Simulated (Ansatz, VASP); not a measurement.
**One calculation of AlN, two programs**

```
Al N
1.0
    -1.56512   -2.71087    5.01798
     1.56512   -2.71087    0.00000
     7.19955    1.62652    7.02517
Al N
8 8
Direct
  0.62872 0.99914 0.09812
  0.57872 0.49914 0.84812
  0.27872 0.49914 0.34812
  0.92872 0.99914 0.59812
  0.83705 0.24914 0.30645
  0.18705 0.74914 0.05645
  0.48705 0.74914 0.55645
  0.13705 0.24914 0.80645
  0.87672 0.80836 0.19350
  0.82672 0.30836 0.94350
  0.52672 0.30836 0.44350
  0.17672 0.80836 0.69350
  0.08505 0.05836 0.40183
  0.43505 0.55836 0.15183
  0.73505 0.55836 0.65183
  0.38505 0.05836 0.90183
```

Alike in both runs: task single point; functional PBE; k mesh 4 × 8 × 3; occupations gaussian, width 0.05 eV; no spin polarisation.

```csv
,VASP,Ansatz
version,VASP 6.6.1,Ansatz 0.2.0
potentials or method,"VASP PAW PBE potentials, release 64 (Al, N), cutoff 520 eV","scalar-relativistic, plane waves, PAW"
valence electrons in the cell,64,64
```

```csv
,VASP,Ansatz,Ansatz less VASP
gap on the k mesh at the Fermi level (eV),0.58,0.59,+0.001
least direct gap on the mesh (eV),0.64,0.64,0.000
pressure (GPa),0.6,0.9,+0.25
"traceless stress, the component that is largest in VASP (GPa)",5.20,5.19,-0.014
rms of the force components (eV/Å),0.817,0.819,+0.0019
```

Atom by atom the forces differ by 0.005 eV/Å (rms over components).
